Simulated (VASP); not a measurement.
# ZrS (I4/mmm) in VASP: further runs

The runs below take ZrS through single point, with PBEsol.

Program: VASP 6.6.1. These are calculated values, not measurements. Logs are shortened: lines on timing, memory, paths and dates and some standing lists are left out, and cuts for length are marked.

## 1. The cell of the first run

The structure is tetragonal, space group I4/mmm (No. 139). Conventional cell: a = 3.712 Å, b = 3.712 Å, c = 5.670 Å, α = 90.00°, β = 90.00°, γ = 90.00°. Within 3.5 Å of Zr (site symmetry 4/mmm) lie 6 S at 2.62 to 2.83 Å. S (site symmetry 4/mmm) has 6 Zr at 2.62 to 2.83 Å within 3.5 Å.

## 2. Single point, PBEsol (strain +0.000 along x and y, +0.080 along z)

INCAR

```
SYSTEM = ZrS
PREC = Accurate ; ENCUT = 520
EDIFF = 1E-7 ; ISMEAR = 0
SIGMA = 0.15 ; LREAL = .False.
LASPH = .True. ; NELM = 100
ALGO = Normal ; ISIF = 2
LWAVE = .False. ; LCHARG = .False.
GGA = PS ; NBANDS = 16
```

KPOINTS

```
Automatic mesh
0
Gamma
  16 16 16
  0 0 0
```

POSCAR

```
ZrS
1.0
    0.0000000000      2.6250000000      2.8350000000
    2.6250000000      0.0000000000      2.8350000000
    2.6250000000      2.6250000000      0.0000000000
Zr S
1 1
Direct
    0.0000000000      0.0000000000      0.0000000000
    0.5000000000      0.5000000000      0.5000000000
```

Potentials or basis: VASP PAW PBE potentials, release 64 (Zr_sv, S).

The run is started by

```
$ cat potpaw_PBE.64/Zr_sv/POTCAR potpaw_PBE.64/S/POTCAR > POTCAR
$ mpirun -np 1 vasp_std > vasp.out
```

OUTCAR:

```text
SYSTEM = ZrS
   PREC = Accurate
   ENCUT = 520
   EDIFF = 1E-7
   ISMEAR = 0
   LREAL = .False.
   LASPH = .True.
   NELM = 100
   ISIF = 2
   GGA = PS

 ion  position               nearest neighbor table
   1  0.000  0.000  0.000-   2 2.62   2 2.62   2 2.62   2 2.62   2 2.83   2 2.83
   2  0.500  0.500  0.500-   1 2.62   1 2.62   1 2.62   1 2.62   1 2.83   1 2.83

  LATTYP: Found a body centered tetragonal cell.
 ALAT       =     3.7123106012
 C/A-ratio  =     1.5273506474

  Lattice vectors:

 A1 = (  -2.6250000000,   0.0000000000,   2.8350000000)
 A2 = (   2.6250000000,   0.0000000000,   2.8350000000)
 A3 = (   0.0000000000,   2.6250000000,  -2.8350000000)

Analysis of symmetry for initial positions (statically):
=====================================================================
 Subroutine PRICEL returns:
 Original cell was already a primitive cell.

 Routine SETGRP: Setting up the symmetry group for a
 body centered tetragonal supercell.

 Subroutine GETGRP returns: Found 16 space group operations
 (whereof 16 operations were pure point group operations)
 out of a pool of 16 trial point group operations.

The static configuration has the point symmetry D_4h.

Analysis of symmetry for dynamics (positions and initial velocities):
=====================================================================
 Subroutine PRICEL returns:
 Original cell was already a primitive cell.

 Routine SETGRP: Setting up the symmetry group for a
 body centered tetragonal supercell.

 Subroutine GETGRP returns: Found 16 space group operations
 (whereof 16 operations were pure point group operations)
 out of a pool of 16 trial point group operations.

The dynamic configuration has the point symmetry D_4h.

 Subroutine INISYM returns: Found 16 space group operations
 (whereof 16 operations are pure point group operations),
 and found     1 'primitive' translations

----------------------------------------------------------------------------------------

                                     Primitive cell

  volume of cell :      39.0698

  direct lattice vectors                    reciprocal lattice vectors
     0.000000000  2.625000000  2.835000000    -0.190476190  0.190476190  0.176366843
     2.625000000  0.000000000  2.835000000     0.190476190 -0.190476190  0.176366843
     2.625000000  2.625000000  0.000000000     0.190476190  0.190476190 -0.176366843

  length of vectors
     3.863657594  3.863657594  3.712310601     0.321974567  0.321974567  0.321974567

  position of ions in fractional coordinates (direct lattice)
     0.000000000  0.000000000  0.000000000
     0.500000000  0.500000000  0.500000000

  ion indices of the primitive-cell ions
   primitive index   ion index
                 1           1
                 2           2

----------------------------------------------------------------------------------------

 KPOINTS: Automatic mesh

Automatic generation of k-mesh.
 Grid dimensions read from file:
 generate k-points for:   16   16   16

 Generating k-lattice:

  Cartesian coordinates                     Fractional coordinates (reciprocal lattice)
    -0.011904762  0.011904762  0.011022928     0.062500000 -0.000000000  0.000000000
     0.011904762 -0.011904762  0.011022928    -0.000000000  0.062500000  0.000000000
     0.011904762  0.011904762 -0.011022928     0.000000000  0.000000000  0.062500000

  Length of vectors
     0.020123410  0.020123410  0.020123410

  Shift w.r.t. Gamma in fractional coordinates (k-lattice)
     0.000000000  0.000000000  0.000000000

 Subroutine IBZKPT returns following result:
 ===========================================

 Found    349 irreducible k-points:

 Following reciprocal coordinates:
            Coordinates               Weight
  0.000000  0.000000  0.000000      1.000000
  0.062500 -0.000000  0.000000      8.000000
  0.125000 -0.000000  0.000000      8.000000
  0.187500  0.000000  0.000000      8.000000
  0.250000 -0.000000  0.000000      8.000000
  0.312500 -0.000000  0.000000      8.000000
[... 16 lines left out ...]
 -0.125000  0.062500  0.000000      8.000000
 -0.062500  0.062500  0.000000      4.000000
 [... further k-points ...]
   k-points           NKPTS =    349   k-points in BZ     NKDIM =    349   number of bands    NBANDS=     16
   number of dos      NEDOS =    301   number of ions     NIONS =      2
   total plane-waves  NPLWV =  25200
   dimension x,y,z NGX =    30 NGY =   30 NGZ =   28
   dimension x,y,z NGXF=    60 NGYF=   60 NGZF=   56
   ions per type =               1   1
   NGX,Y,Z   is equivalent  to a cutoff of  12.91, 12.91, 12.54 a.u.
   NGXF,Y,Z  is equivalent  to a cutoff of  25.82, 25.82, 25.08 a.u.
 SYSTEM =  ZrS
   PREC   = accura    normal or accurate (medium, high low for compatibility)
   ISTART =      0    job   : 0-new  1-cont  2-samecut
   ICHARG =      2    charge: 1-file 2-atom 10-const
   ISPIN  =      1    spin polarized calculation?
   LNONCOLLINEAR =      F non collinear calculations
   LSORBIT =      F    spin-orbit coupling
   LASPH  =      T    aspherical Exc in radial PAW
   ENCUT  =  520.0 eV  38.22 Ry    6.18 a.u.   7.18  7.18  6.90*2*pi/ulx,y,z
   NELM   =    100;   NELMIN=  2; NELMDL= -5     # of ELM steps
   EDIFF  = 0.1E-06   stopping-criterion for ELM
   LREAL  =      F    real-space projection
   EDIFFG = 0.1E-05   stopping-criterion for IOM
   NSW    =      0    number of steps for IOM
   IBRION =     -1    ionic relax: 0-MD 1-quasi-New 2-CG
   NFREE  =      0    steps in history (QN), initial steepest desc. (CG)
   ISIF   =      2    stress and relaxation
   ISYM   =      2    0-nonsym 1-usesym 2-fastsym
   POTIM  = 0.5000    time-step for ionic-motion
   TEBEG  =    0.0;   TEEND  =   0.0 temperature during run
   PSTRESS=    0.0 pullay stress
   NELECT =      18.0000    total number of electrons
   NUPDOWN=      -1.0000    fix difference up-down
   EMIN   =  10.00;   EMAX   =-10.00  energy-range for DOS
   EFERMI =   0.00;   METHOD = LEGACY
   ISMEAR =     0;   SIGMA  =   0.15  broadening in eV -4-tet -1-fermi 0-gaus
   EFERMI_NEDOS =   21; number of points for ismear=-14 and -15
   IALGO  =     38    algorithm
   IMIX   =      4    mixing-type and parameters
     AMIX     =   0.40;   BMIX     =  1.00
     AMIX_MAG =   1.60;   BMIX_MAG =  1.00
  volume/ion in A,a.u.               =      19.53       131.83
  Fermi-wavevector in a.u.,A,eV,Ry     =   1.264402  2.389373 21.751796  1.598712
  Thomas-Fermi vector in A             =   2.397709
   LORBIT       =      0    0 simple, 1 ext, 2 COOP (PROOUT), +10 PAW based schemes
   GGA     = PS    functional components
   LHFCALC =     F    Hartree Fock is set to
   AEXX    =    0.0000 exact exchange contribution
   IVDW    =     0    specifies the selected vdW correction
   LEPSILON=     F    determine dielectric tensor
   LRPA    =     F    only Hartree local field effects (RPA)
 non-spin polarized calculation
 Gauss-broadening in eV      SIGMA  =   0.15
  energy-cutoff  :      520.00
  volume of cell :       39.07
 maximum number of plane-waves:      1067
 NGX is ok and might be reduce to    30
   NGX = 15   NGY = 15   NGZ = 13

 number of electron      18.0000000 magnetization

 Free energy of the ion-electron system (eV)
  ---------------------------------------------------
  ext. energy  EPLUGINS =         0.00000000
  ---------------------------------------------------
  free energy    TOTEN  =       -16.24043357 eV

  energy without entropy =      -16.22352596  energy(sigma->0) =      -16.23197977

 E-fermi :   9.6395     XC(G=0): -11.0861

 val. band max:        9.6378659684   @ k =  -0.0625   0.0000   0.0625
 cond. band min:       9.6402620816   @ k =  -0.3125   0.0000   0.1250
 fundamental gap:      0.0023961132
 Fermi energy:         9.6395403240

 k-point     1 :       0.0000    0.0000    0.0000
  band No.  band energies     occupation
      1     -40.3754      2.00000
      2     -18.3744      2.00000
      3     -18.3744      2.00000
      4     -18.3552      2.00000
      5      -5.8121      2.00000
      6       6.1312      2.00000
[... 8 lines left out ...]
     15      16.8143      0.00000
     16      21.1207      0.00000

 k-point     2 :       0.0625   -0.0000    0.0000
  band No.  band energies     occupation
      1     -40.3747      2.00000
      2     -18.3833      2.00000
      3     -18.3747      2.00000
      4     -18.3579      2.00000
      5      -5.7691      2.00000
      6       5.8849      2.00000
[... 8 lines left out ...]
     15      16.9581      0.00000
     16      20.7404      0.00000

 k-point     3 :       0.1250   -0.0000    0.0000
  band No.  band energies     occupation
      1     -40.3728      2.00000
      2     -18.4109      2.00000
      3     -18.3756      2.00000
      4     -18.3632      2.00000
      5      -5.6443      2.00000
      6       5.2304      2.00000
[... 8 lines left out ...]
     15      17.2982      0.00000
     16      19.9629      0.00000

 k-point     4 :       0.1875    0.0000    0.0000
  band No.  band energies     occupation
      1     -40.3699      2.00000
      2     -18.4532      2.00000
      3     -18.3769      2.00000
      4     -18.3697      2.00000
      5      -5.4505      2.00000
      6       4.4564      2.00000
[... 8 lines left out ...]
     15      17.4253      0.00000
     16      19.3899      0.00000

 k-point     5 :       0.2500   -0.0000    0.0000
  band No.  band energies     occupation
      1     -40.3664      2.00000
      2     -18.5029      2.00000
      3     -18.3784      2.00000
      4     -18.3770      2.00000
      5      -5.2091      2.00000
      6       3.6970      2.00000
[... 8 lines left out ...]
     15      17.0508      0.00000
     16      18.6027      0.00000

 k-point     6 :       0.3125   -0.0000    0.0000
  band No.  band energies     occupation
      1     -40.3630      2.00000
      2     -18.5520      2.00000
      3     -18.3841      2.00000
      4     -18.3799      2.00000
      5      -4.9503      2.00000
      6       3.0224      2.00000
[... 8 lines left out ...]
     15      16.7687      0.00000
     16      17.7570      0.00000

 k-point     7 :       0.3750    0.0000    0.0000
  band No.  band energies     occupation
      1     -40.3601      2.00000
      2     -18.5931      2.00000
      3     -18.3901      2.00000
      4     -18.3812      2.00000
      5      -4.7135      2.00000
      6       2.4858      2.00000
[... 8 lines left out ...]
     15      16.1292      0.00000
     16      17.0567      0.00000

 k-point     8 :       0.4375    0.0000    0.0000
  band No.  band energies     occupation
      1     -40.3581      2.00000
      2     -18.6203      2.00000
      3     -18.3941      2.00000
      4     -18.3820      2.00000
      5      -4.5439      2.00000
      6       2.1362      2.00000
[... 8 lines left out ...]
     15      15.3378      0.00000
     16      16.2876      0.00000

 k-point     9 :       0.5000   -0.0000    0.0000
  band No.  band energies     occupation
      1     -40.3574      2.00000
      2     -18.6298      2.00000
      3     -18.3955      2.00000
      4     -18.3823      2.00000
      5      -4.4817      2.00000
      6       2.0141      2.00000
[... 8 lines left out ...]
     15      15.2307      0.00000
     16      15.8095      0.00000
[... 172 lines left out ...]
 k-point    19 :      -0.3750    0.0625    0.0000
  band No.  band energies     occupation
      1     -40.3588      2.00000
      2     -18.6081      2.00000
      3     -18.3970      2.00000
      4     -18.3799      2.00000
      5      -4.6161      2.00000
      6       2.3185      2.00000
[... 8 lines left out ...]
     15      15.8173      0.00000
     16      16.7172      0.00000

 k-point    20 :      -0.3125    0.0625    0.0000
  band No.  band energies     occupation
      1     -40.3612      2.00000
      2     -18.5759      2.00000
      3     -18.3913      2.00000
      4     -18.3774      2.00000
      5      -4.8157      2.00000
      6       2.7462      2.00000
[... 8 lines left out ...]
     15      16.5063      0.00000
     16      17.7242      0.00000

 k-point    21 :      -0.2500    0.0625    0.0000
  band No.  band energies     occupation
      1     -40.3644      2.00000
      2     -18.5326      2.00000
      3     -18.3836      2.00000
      4     -18.3753      2.00000
      5      -5.0605      2.00000
      6       3.3284      2.00000
[... 8 lines left out ...]
     15      16.9385      0.00000
     16      17.9740      0.00000

 k-point    22 :      -0.1875    0.0625    0.0000
  band No.  band energies     occupation
      1     -40.3679      2.00000
      2     -18.4848      2.00000
      3     -18.3750      2.00000
      4     -18.3737      2.00000
      5      -5.3084      2.00000
      6       4.0117      2.00000
[... 8 lines left out ...]
     15      17.2916      0.00000
     16      18.9181      0.00000

 k-point    23 :      -0.1250    0.0625    0.0000
  band No.  band energies     occupation
      1     -40.3710      2.00000
      2     -18.4398      2.00000
      3     -18.3731      2.00000
      4     -18.3667      2.00000
      5      -5.5248      2.00000
      6       4.7345      2.00000
[... 8 lines left out ...]
     15      17.4328      0.00000
     16      19.9053      0.00000

 k-point    24 :      -0.0625    0.0625    0.0000
  band No.  band energies     occupation
      1     -40.3734      2.00000
      2     -18.4046      2.00000
      3     -18.3734      2.00000
      4     -18.3602      2.00000
      5      -5.6840      2.00000
      6       5.4177      2.00000
[... 8 lines left out ...]
     15      17.1771      0.00000
     16      20.3152      0.00000

 [... further k-points ...]

------------------------ aborting loop because EDIFF is reached ----------------------------------------

  FORCE on cell =-STRESS in cart. coord.  units (eV):
  Direction    XX          YY          ZZ          XY          YZ          ZX
  --------------------------------------------------------------------------------------
  -------------------------------------------------------------------------------------
  Total       -2.2313800     -2.2313800     -4.4820973      0.0000000     -0.0000000      0.0000000
  in kB      -91.5044999    -91.5044999   -183.8019801      0.0000000     -0.0000000      0.0000000
  external PRESSURE =    -122.2703266 kB  Pullay stress =       0.0000000 kB

 VOLUME and BASIS-vectors are now :
 -----------------------------------------------------------------------------
  energy-cutoff  :      520.00
  volume of cell :       39.07
      direct lattice vectors                 reciprocal lattice vectors
     0.000000000  2.625000000  2.835000000    -0.190476190  0.190476190  0.176366843
     2.625000000  0.000000000  2.835000000     0.190476190 -0.190476190  0.176366843
     2.625000000  2.625000000  0.000000000     0.190476190  0.190476190 -0.176366843

 POSITION                                       TOTAL-FORCE (eV/Angst)
 -----------------------------------------------------------------------------------
      0.00000      0.00000      0.00000         0.000000      0.000000      0.000000
      2.62500      2.62500      2.83500        -0.000000     -0.000000     -0.000000
 -----------------------------------------------------------------------------------
    total drift:                               -0.000000      0.000000      0.000000

  FREE ENERGIE OF THE ION-ELECTRON SYSTEM (eV)
  ---------------------------------------------------
  free  energy   TOTEN  =       -16.2404335674 eV

  energy  without entropy=      -16.2235259628  energy(sigma->0) =      -16.23197977
```

Run time: 1.7 min. Hardware: 1 thread of AMD EPYC 9R45 (Zen 5), shared host; peak memory 0.3 GiB.

What came out:

| Property | Result |
| --- | --- |
| Free energy | -16.2404 eV |
| Pressure | -12.2 GPa |
| Band gap on the k mesh | zero (bands 9 and 10 overlap by 2.27 eV) |

Stress tensor (GPa, compression positive):
```
 -9.15   0.00   0.00
  0.00  -9.15   0.00
  0.00   0.00 -18.38
```

Levels at points of the mesh, in eV from the Fermi level:
```
           k point  band 7  band 8  band 9  band 10  band 11  band 12
(0.00, 0.00, 0.00)   -3.42   -3.42   -1.65    -0.95    -0.92    -0.92
(0.50, 0.00, 0.00)   -5.70   -5.63    1.24     1.44     1.63     1.79
(0.50, 0.50, 0.00)   -4.16   -4.16   -3.14     0.30     2.10     2.10
(0.50, 0.00, 0.50)   -4.49   -4.39   -3.04     0.53     1.78     2.34
```

Caveat: the cell differs from its parent crystal (strain +0.000 along x and y, +0.080 along z); the cell stands under tension; the PAW data sets were made with another functional, which shifts forces and pressure a little.

## 3. Single point, PBEsol (strain +0.040 along x and y, +0.000 along z)

INCAR

```
SYSTEM = ZrS
PREC = Accurate
ENCUT = 520
EDIFF = 1E-6
ISMEAR = 0
SIGMA = 0.15
LREAL = .FALSE.
LASPH = .TRUE.
NELM = 80
ALGO = Normal
ISIF = 2
LWAVE = .FALSE.
LCHARG = .FALSE.
GGA = PS
NBANDS = 16
```

KPOINTS

```
regular mesh
0
G
  16 16 16
  0 0 0
```

POSCAR

```
ZrS
1.0
    0.0000000000      2.7300000000      2.6250000000
    2.7300000000      0.0000000000      2.6250000000
    2.7300000000      2.7300000000      0.0000000000
Zr S
1 1
Direct
    0.0000000000      0.0000000000      0.0000000000
    0.5000000000      0.5000000000      0.5000000000
```

Potentials or basis: VASP PAW PBE potentials, release 64 (Zr_sv, S).

The run is started by

```
$ cat potpaw_PBE.64/Zr_sv/POTCAR potpaw_PBE.64/S/POTCAR > POTCAR
$ mpirun -np 1 vasp_std > vasp.out
```

Wall time 88 s (1 thread of AMD EPYC 9R45 (Zen 5), shared host); peak memory 0.3 GiB.

Results (log left out):

| Quantity | Value |
| --- | --- |
| Free energy | -16.2760 eV |
| Pressure | -13.5 GPa |
| Band gap on the k mesh | zero (bands 9 and 10 overlap by 2.53 eV) |

Stress tensor (GPa, compression positive):
```
-15.74   0.00   0.00
  0.00 -15.74   0.00
  0.00   0.00  -9.08
```

Levels at points of the mesh, in eV from the Fermi level:
| k point | band 5 | band 6 | band 7 | band 8 | band 9 | band 10 | band 11 | band 12 | band 13 | band 14 |
| --- | --- | --- | --- | --- | --- | --- | --- | --- | --- | --- |
| (0.00, 0.00, 0.00) | -15.45 | -3.49 | -3.49 | -3.43 | -1.31 | -1.31 | -0.95 | -0.66 | -0.61 | 1.31 |
| (0.50, 0.00, 0.00) | -14.15 | -7.62 | -5.67 | -5.63 | 1.22 | 1.37 | 1.56 | 1.80 | 4.67 | 5.19 |
| (0.50, 0.50, 0.00) | -14.65 | -5.94 | -4.48 | -4.48 | -3.08 | 0.59 | 2.06 | 2.06 | 2.44 | 2.72 |
| (0.50, 0.00, 0.50) | -14.69 | -6.15 | -4.33 | -4.31 | -3.10 | 0.40 | 1.98 | 2.19 | 2.48 | 2.70 |

Caveat: the cell differs from its parent crystal (strain +0.040 along x and y, +0.000 along z); the cell stands under tension; the PAW data sets were made with another functional, which shifts forces and pressure a little.
